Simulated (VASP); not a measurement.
# AlGaN2 (P-4m2) in VASP: further runs

AlGaN2 is run at these levels: r2SCAN; tasks: single point.

Everything below comes from runs of VASP 6.6.1. Logs are shortened: lines on timing, memory, paths and dates and some standing lists are left out, and cuts for length are marked.

### Step 1. The cell of the first run

It takes space group P-4m2 (No. 115, tetragonal). The conventional cell has a = 3.109 Å, b = 3.109 Å, c = 4.424 Å, α = 90.00°, β = 90.00°, γ = 90.00°. Within 2.5 Å of Al (site symmetry -4m2) lie 4 N at 1.88 Å. Ga (site symmetry -4m2) has 4 N at 1.94 Å within 2.6 Å. Within 2.5 Å of N (site symmetry 2mm) lie 2 Al at 1.88 Å and 2 Ga at 1.94 Å.

### Step 2. Single point, r2SCAN (strain -0.0100 x Voigt [1, 1, 0, 0, 0, 0])

Contents of POSCAR:

```
AlGaN2
1.0
    3.1094682782      0.0000000000      0.0000000000
    0.0000000000      3.1094682782      0.0000000000
    0.0000000000      0.0000000000      4.4238379400
Al Ga N
1 1 2
Direct
    0.5000000000      0.5000000000      0.5000000000
    0.0000000000      0.0000000000      0.0000000000
    0.5000000000      0.0000000000      0.7382648100
    0.0000000000      0.5000000000      0.2617351900
```

Contents of INCAR.step1:

```
SYSTEM = AlGaN2
PREC     = Accurate       ! precision mode
ENCUT    = 1460           ! plane-wave cutoff, eV
ISMEAR   = 0              ! smearing method
SIGMA    = 0.05           ! smearing width, eV
LREAL    = .FALSE.        ! projectors in reciprocal space
LASPH    = .TRUE.         ! aspherical terms in the spheres
NELM     = 120            ! most SCF steps
NBANDS   = 21             ! bands
GGA      = PE             ! functional
ALGO     = Normal         ! electronic algorithm
EDIFF    = 1E-5           ! SCF threshold, eV
LWAVE    = .TRUE.         ! write WAVECAR
LCHARG   = .FALSE.        ! write CHGCAR
GGA_COMPAT= .FALSE.
```

Contents of INCAR.step2:

```
SYSTEM = AlGaN2
PREC     = Accurate       ! precision mode
ENCUT    = 1460           ! plane-wave cutoff, eV
EDIFF    = 1E-6           ! SCF threshold, eV
ISMEAR   = 0              ! smearing method
SIGMA    = 0.05           ! smearing width, eV
LREAL    = .FALSE.        ! projectors in reciprocal space
LASPH    = .TRUE.         ! aspherical terms in the spheres
NELM     = 120            ! most SCF steps
ALGO     = Normal         ! electronic algorithm
ISIF     = 2              ! what is computed and relaxed
LWAVE    = .FALSE.        ! write WAVECAR
LCHARG   = .FALSE.        ! write CHGCAR
METAGGA  = R2SCAN         ! meta-GGA
LMIXTAU  = .TRUE.       
NBANDS   = 21             ! bands
ISTART   = 1            
GGA_COMPAT= .FALSE.
```

Contents of KPOINTS:

```
regular mesh
0
G
  8 8 6
  0 0 0
```

Potentials or basis: VASP PAW PBE potentials, release 64 (Al, Ga_d, N_h).

The run is started by

```sh
cat potpaw_PBE.64/Al/POTCAR potpaw_PBE.64/Ga_d/POTCAR potpaw_PBE.64/N_h/POTCAR > POTCAR
cp INCAR.step1 INCAR
mpirun -np 1 vasp_std > vasp.out
cp INCAR.step2 INCAR
mpirun -np 1 vasp_std > vasp.out
```

OUTCAR:

```text
SYSTEM = AlGaN2
   PREC = Accurate
   ENCUT = 1460
   EDIFF = 1E-6
   ISMEAR = 0
   LREAL = .FALSE.
   LASPH = .TRUE.
   NELM = 120
   ISIF = 2
   METAGGA = R2SCAN
   ISTART = 1

 ion  position               nearest neighbor table
   1  0.500  0.500  0.500-   3 1.88   4 1.88   3 1.88   4 1.88   2 3.12   2 3.12   2 3.12   2 3.12
                             2 3.12   2 3.12   2 3.12   2 3.12
   2  0.000  0.000  0.000-   3 1.94   4 1.94   4 1.94   3 1.94   1 3.12   1 3.12   1 3.12   1 3.12
                             1 3.12   1 3.12   1 3.12   1 3.12
   3  0.500  0.000  0.738-   1 1.88   1 1.88   2 1.94   2 1.94
   4  0.000  0.500  0.262-   1 1.88   1 1.88   2 1.94   2 1.94

  LATTYP: Found a simple tetragonal cell.
 ALAT       =     3.1094682782
 C/A-ratio  =     1.4226991705

  Lattice vectors:

 A1 = (   3.1094682782,   0.0000000000,   0.0000000000)
 A2 = (   0.0000000000,   3.1094682782,   0.0000000000)
 A3 = (   0.0000000000,   0.0000000000,   4.4238379400)

Analysis of symmetry for initial positions (statically):
=====================================================================
 Subroutine PRICEL returns:
 Original cell was already a primitive cell.

 Routine SETGRP: Setting up the symmetry group for a
 simple tetragonal supercell.

 Subroutine GETGRP returns: Found  8 space group operations
 (whereof  8 operations were pure point group operations)
 out of a pool of 16 trial point group operations.

The static configuration has the point symmetry D_2d.

Analysis of symmetry for dynamics (positions and initial velocities):
=====================================================================
 Subroutine PRICEL returns:
 Original cell was already a primitive cell.

 Routine SETGRP: Setting up the symmetry group for a
 simple tetragonal supercell.

 Subroutine GETGRP returns: Found  8 space group operations
 (whereof  8 operations were pure point group operations)
 out of a pool of 16 trial point group operations.

The dynamic configuration has the point symmetry D_2d.

 Subroutine INISYM returns: Found  8 space group operations
 (whereof  8 operations are pure point group operations),
 and found     1 'primitive' translations

----------------------------------------------------------------------------------------

[... 94 lines left out ...]
   ENCUT  = 1460.0 eV 107.31 Ry   10.36 a.u.   9.69  9.69 13.78*2*pi/ulx,y,z
   NELM   =    120;   NELMIN=  2; NELMDL=  0     # of ELM steps
   EDIFF  = 0.1E-05   stopping-criterion for ELM
   LREAL  =      F    real-space projection
   EDIFFG = 0.1E-04   stopping-criterion for IOM
   NSW    =      0    number of steps for IOM
   IBRION =     -1    ionic relax: 0-MD 1-quasi-New 2-CG
   NFREE  =      0    steps in history (QN), initial steepest desc. (CG)
   ISIF   =      2    stress and relaxation
   ISYM   =      2    0-nonsym 1-usesym 2-fastsym
   POTIM  = 0.5000    time-step for ionic-motion
   TEBEG  =    0.0;   TEEND  =   0.0 temperature during run
   PSTRESS=    0.0 pullay stress
   NELECT =      26.0000    total number of electrons
   NUPDOWN=      -1.0000    fix difference up-down
   EMIN   =  10.00;   EMAX   =-10.00  energy-range for DOS
   EFERMI =   0.00;   METHOD = LEGACY
   ISMEAR =     0;   SIGMA  =   0.05  broadening in eV -4-tet -1-fermi 0-gaus
   EFERMI_NEDOS =   21; number of points for ismear=-14 and -15
   IALGO  =     38    algorithm
   IMIX   =      4    mixing-type and parameters
     AMIX     =   0.40;   BMIX     =  1.00
     AMIX_MAG =   1.60;   BMIX_MAG =  1.00
  volume/ion in A,a.u.               =      10.69        72.16
  Fermi-wavevector in a.u.,A,eV,Ry     =   1.386784  2.620642 26.166311  1.923170
  Thomas-Fermi vector in A             =   2.511067
   LORBIT       =      0    0 simple, 1 ext, 2 COOP (PROOUT), +10 PAW based schemes
   METAGGA = R2SCAN    functional components
   LHFCALC =     F    Hartree Fock is set to
   AEXX    =    0.0000 exact exchange contribution
   IVDW    =     0    specifies the selected vdW correction
   LEPSILON=     F    determine dielectric tensor
   LRPA    =     F    only Hartree local field effects (RPA)
 non-spin polarized calculation
 Gauss-broadening in eV      SIGMA  =   0.05
  energy-cutoff  :     1460.00
  volume of cell :       42.77
 maximum number of plane-waves:      5463
 NGX is ok and might be reduce to    40
   NGX = 19   NGY = 19   NGZ = 27

 number of electron      26.0000001 magnetization

 Free energy of the ion-electron system (eV)
  ---------------------------------------------------
  ext. energy  EPLUGINS =         0.00000000
  ---------------------------------------------------
  free energy    TOTEN  =       -41.06484100 eV

  energy without entropy =      -41.06484100  energy(sigma->0) =      -41.06484100

 E-fermi :   6.2249     XC(G=0): -12.1656

 val. band max:        5.9145728569   @ k =   0.0000   0.0000   0.0000
 cond. band min:       9.4138650905   @ k =   0.0000   0.0000   0.0000
 fundamental gap:      3.4992922336
 Fermi energy:         6.2249355395

 k-point     1 :       0.0000    0.0000    0.0000
  band No.  band energies     occupation
      1     -10.5325      2.00000
      2      -8.8632      2.00000
      3      -7.4206      2.00000
      4      -7.4206      2.00000
      5      -7.3487      2.00000
      6      -7.1862      2.00000
[... 565 lines left out ...]
     20      19.1051      0.00000
     21      19.1995      0.00000

 [... further k-points ...]

------------------------ aborting loop because EDIFF is reached ----------------------------------------

  FORCE on cell =-STRESS in cart. coord.  units (eV):
  Direction    XX          YY          ZZ          XY          YZ          ZX
  --------------------------------------------------------------------------------------
  -------------------------------------------------------------------------------------
  Total        1.2290211      1.2290211      0.8593354      0.0000000      0.0000000      0.0000000
  in kB       46.0360910     46.0360910     32.1885808      0.0000000      0.0000000      0.0000000
  external PRESSURE =      41.4202543 kB  Pullay stress =       0.0000000 kB

 VOLUME and BASIS-vectors are now :
 -----------------------------------------------------------------------------
  energy-cutoff  :     1460.00
  volume of cell :       42.77
      direct lattice vectors                 reciprocal lattice vectors
     3.109468278  0.000000000  0.000000000     0.321598393  0.000000000  0.000000000
     0.000000000  3.109468278  0.000000000     0.000000000  0.321598393  0.000000000
     0.000000000  0.000000000  4.423837940     0.000000000  0.000000000  0.226048064

 POSITION                                       TOTAL-FORCE (eV/Angst)
 -----------------------------------------------------------------------------------
      1.55473      1.55473      2.21192         0.000000     -0.000000      0.000000
      0.00000      0.00000      0.00000         0.000000      0.000000      0.000000
      1.55473      0.00000      3.26596         0.000000      0.000000      0.017760
      0.00000      1.55473      1.15787         0.000000      0.000000     -0.017760
 -----------------------------------------------------------------------------------
    total drift:                                0.000000      0.000000      0.000000

  FREE ENERGIE OF THE ION-ELECTRON SYSTEM (eV)
  ---------------------------------------------------
  free  energy   TOTEN  =       -41.0648410039 eV

  energy  without entropy=      -41.0648410039  energy(sigma->0) =      -41.06484100
```

OSZICAR.step1:

```text
N       E                     dE             d eps       ncg     rms          rms(c)
DAV:   1     0.288581543648E+03    0.28858E+03   -0.22440E+04  2732   0.354E+03
DAV:   2     0.198816649017E+02   -0.26870E+03   -0.25191E+03  2633   0.693E+02
DAV:   3    -0.285165677507E+02   -0.48398E+02   -0.46726E+02  3077   0.169E+02
DAV:   4    -0.314682481023E+02   -0.29517E+01   -0.29328E+01  3144   0.413E+01
DAV:   5    -0.315334319844E+02   -0.65184E-01   -0.65154E-01  3027   0.585E+00    0.117E+01
DAV:   6    -0.269058493711E+02    0.46276E+01   -0.13980E+01  4006   0.513E+01    0.318E+00
DAV:   7    -0.269658900528E+02   -0.60041E-01   -0.11901E+00  2630   0.799E+00    0.215E+00
DAV:   8    -0.269604224951E+02    0.54676E-02   -0.13817E-01  3465   0.451E+00    0.610E-01
DAV:   9    -0.269512865789E+02    0.91359E-02   -0.30674E-02  3788   0.275E+00    0.154E-01
DAV:  10    -0.269515038995E+02   -0.21732E-03   -0.61443E-03  3000   0.602E-01    0.100E-01
DAV:  11    -0.269515093491E+02   -0.54496E-05   -0.61741E-04  2898   0.231E-01    0.181E-02
DAV:  12    -0.269515187945E+02   -0.94454E-05   -0.72110E-05  3080   0.102E-01
   1 F= -.26951519E+02 E0= -.26951519E+02  d E =-.539316E-13
```

It took 9.7 min on 1 thread of Intel Xeon Platinum 8259CL at 2.50GHz (Skylake/Cascade Lake), shared host; peak memory 0.5 GiB.

Results:

| Property | Result |
| --- | --- |
| Free energy | -41.0648 eV |
| Pressure | 4.1 GPa |
| Largest force | 0.018 eV/Å |
| Band gap on the k mesh | 3.50 eV |

Forces in eV/Å, atoms in the order of the input:
```
Al   0.000  0.000  0.000
Ga   0.000  0.000  0.000
N    0.000  0.000  0.018
N    0.000  0.000 -0.018
```

Caveat: the cell differs from its parent crystal (strain -0.0100 x Voigt [1, 1, 0, 0, 0, 0]); the cell stands under pressure; the PAW data sets were made with another functional, which shifts forces and pressure a little. A k mesh can miss the band edges.

### Step 3. Single point, r2SCAN (strain -0.0200 x Voigt [1, 1, 0, 0, 0, 0])

POSCAR, as its differences from that of step 2:

```diff
@@ -2,4 +2,4 @@
 1.0
-    3.1094682782      0.0000000000      0.0000000000
-    0.0000000000      3.1094682782      0.0000000000
+    3.0780595077      0.0000000000      0.0000000000
+    0.0000000000      3.0780595077      0.0000000000
     0.0000000000      0.0000000000      4.4238379400
```

Contents of INCAR.step1:

```
SYSTEM = AlGaN2
PREC = Accurate
ENCUT = 1460
ISMEAR = 0
SIGMA = 0.05
LREAL = .False.
LASPH = .True.
NELM = 120
NBANDS = 21
GGA = PE
ALGO = Normal
EDIFF = 1E-5
LWAVE = .True.
LCHARG = .False.
GGA_COMPAT = .False.
```

Contents of INCAR.step2:

```
SYSTEM = AlGaN2
PREC = Accurate
ENCUT = 1460
EDIFF = 1E-6
ISMEAR = 0
SIGMA = 0.05
LREAL = .False.
LASPH = .True.
NELM = 120
ALGO = Normal
ISIF = 2
LWAVE = .False.
LCHARG = .False.
METAGGA = R2SCAN
LMIXTAU = .True.
NBANDS = 21
ISTART = 1
GGA_COMPAT = .False.
```

Contents of KPOINTS:

```
Automatic mesh
0
Gamma
  8 8 6
  0 0 0
```

Potentials or basis: VASP PAW PBE potentials, release 64 (Al, Ga_d, N_h).

The run is started by

```sh
cat potpaw_PBE.64/Al/POTCAR potpaw_PBE.64/Ga_d/POTCAR potpaw_PBE.64/N_h/POTCAR > POTCAR
cp INCAR.step1 INCAR
mpirun -np 1 vasp_std > vasp.out
cp INCAR.step2 INCAR
mpirun -np 1 vasp_std > vasp.out
```

Run time: 10 min. Hardware: 1 thread of Intel Xeon Platinum 8259CL at 2.50GHz (Skylake/Cascade Lake), shared host; peak memory 0.5 GiB.

Results (log left out):

- Free energy: -41.0256 eV
- Pressure: 8.8 GPa
- Largest force: 0.034 eV/Å
- Band gap on the k mesh: 3.64 eV

Forces in eV/Å, atoms in the order of the input:
```
Al   0.000  0.000  0.000
Ga   0.000  0.000  0.000
N    0.000  0.000  0.034
N    0.000  0.000 -0.034
```

Stress tensor (GPa, compression positive):
```
9.81 0.00 0.00
0.00 9.81 0.00
0.00 0.00 6.91
```

Levels at points of the mesh, in eV from the valence-band top:
```tsv
k point	band 11	band 12	band 13	band 14	band 15	band 16
(0.00, 0.00, 0.00)	-0.34	0.00	0.00	3.64	4.20	8.81
(0.50, 0.00, 0.00)	-3.12	-1.04	-0.62	7.97	8.12	9.07
(0.50, 0.50, 0.00)	-2.49	-2.49	-2.49	3.79	3.79	7.07
(0.00, 0.00, 0.50)	-1.66	-0.97	-0.97	5.97	6.11	9.02
(0.50, 0.00, 0.50)	-1.02	-0.76	-0.51	6.09	7.56	10.24
(0.50, 0.50, 0.50)	-3.48	-3.40	-3.40	6.73	6.73	9.96
```

Caveat: the cell differs from its parent crystal (strain -0.0200 x Voigt [1, 1, 0, 0, 0, 0]); the cell stands under pressure; the PAW data sets were made with another functional, which shifts forces and pressure a little. A k mesh can miss the band edges.

### Step 4. Single point, r2SCAN (strain -0.0050 x Voigt [1, 1, 0, 0, 0, 0])

POSCAR, as its differences from that of step 3:

```diff
@@ -2,4 +2,4 @@
 1.0
-    3.0780595077      0.0000000000      0.0000000000
-    0.0000000000      3.0780595077      0.0000000000
+    3.1251726635      0.0000000000      0.0000000000
+    0.0000000000      3.1251726635      0.0000000000
     0.0000000000      0.0000000000      4.4238379400
```

Contents of INCAR.step1:

```
SYSTEM = AlGaN2
PREC = Accurate
ENCUT = 1460
ISMEAR = 0
SIGMA = 0.05
LREAL = .FALSE.
LASPH = .TRUE.
NELM = 120
NBANDS = 21
GGA = PE
ALGO = Normal
EDIFF = 1E-5
LWAVE = .TRUE.
LCHARG = .FALSE.
GGA_COMPAT = .FALSE.
```

Contents of INCAR.step2:

```
SYSTEM = AlGaN2
PREC = Accurate
ENCUT = 1460
EDIFF = 1E-6
ISMEAR = 0
SIGMA = 0.05
LREAL = .FALSE.
LASPH = .TRUE.
NELM = 120
ALGO = Normal
ISIF = 2
LWAVE = .FALSE.
LCHARG = .FALSE.
METAGGA = R2SCAN
LMIXTAU = .TRUE.
NBANDS = 21
ISTART = 1
GGA_COMPAT = .FALSE.
```

Contents of KPOINTS:

```
Automatic mesh
0
G
  8 8 6
  0 0 0
```

The run is started by

```sh
cat potpaw_PBE.64/Al/POTCAR potpaw_PBE.64/Ga_d/POTCAR potpaw_PBE.64/N_h/POTCAR > POTCAR
cp INCAR.step1 INCAR
mpirun -np 1 vasp_std > vasp.out
cp INCAR.step2 INCAR
mpirun -np 1 vasp_std > vasp.out
```

It took 6.4 min on 1 thread of Intel Xeon 6975P-C (Granite Rapids), shared host; peak memory 0.51 GiB.

The run converged. Its results:

```yaml
Free_energy: -41.0744 eV
Pressure: 2.0 GPa
Largest_force: 0.010 eV/Å
Band_gap_on_the_k_mesh: 3.43 eV
```

Forces in eV/Å, atoms in the order of the input:
```
Al   0.000  0.000  0.000
Ga   0.000  0.000  0.000
N    0.000  0.000  0.010
N    0.000  0.000 -0.010
```

Stress tensor (GPa, compression positive):
```
2.18 0.00 0.00
0.00 2.18 0.00
0.00 0.00 1.52
```

Levels at points of the mesh, in eV from the valence-band top:
```csv
k point,band 10,band 11,band 12,band 13,band 14,band 15,band 16,band 17
"(0.00, 0.00, 0.00)",-2.40,-0.25,0.00,0.00,3.43,4.12,8.48,12.14
"(0.50, 0.00, 0.00)",-3.02,-2.95,-1.05,-0.65,7.84,7.85,8.82,9.26
"(0.50, 0.50, 0.00)",-2.39,-2.35,-2.35,-2.34,3.83,3.83,7.01,9.58
"(0.00, 0.00, 0.50)",-1.63,-1.63,-0.99,-0.99,5.86,6.02,8.76,10.19
"(0.50, 0.00, 0.50)",-1.03,-0.94,-0.64,-0.53,5.87,7.36,10.07,10.34
"(0.50, 0.50, 0.50)",-4.07,-3.37,-3.27,-3.27,6.77,6.77,9.67,11.73
```

Caveat: the cell differs from its parent crystal (strain -0.0050 x Voigt [1, 1, 0, 0, 0, 0]); the PAW data sets were made with another functional, which shifts forces and pressure a little. A k mesh can miss the band edges.

### Step 5. The runs side by side

```tsv
cell	gap on the mesh (eV)	pressure (GPa)	largest force (eV/Å)
a = 3.109, b = 3.109, c = 4.424 Å, 4 atoms	3.50	4.1	0.02
a = 3.078, b = 3.078, c = 4.424 Å, 4 atoms	3.64	8.8	0.03
a = 3.125, b = 3.125, c = 4.424 Å, 4 atoms	3.43	2.0	0.01
```

Alike in all rows: task single point; level r2SCAN; potentials or basis VASP PAW PBE potentials, release 64 (Al, Ga_d, N_h); no spin polarisation; k mesh 8 × 8 × 6; cutoff (eV) 1460; smearing gaussian 0.05 eV.

Caveats: the PAW data sets were made with another functional, which shifts forces and pressure a little; the cell stands under pressure (at least some runs).

Total energies depend on the potentials used, so only differences within one code and one set of settings carry meaning.
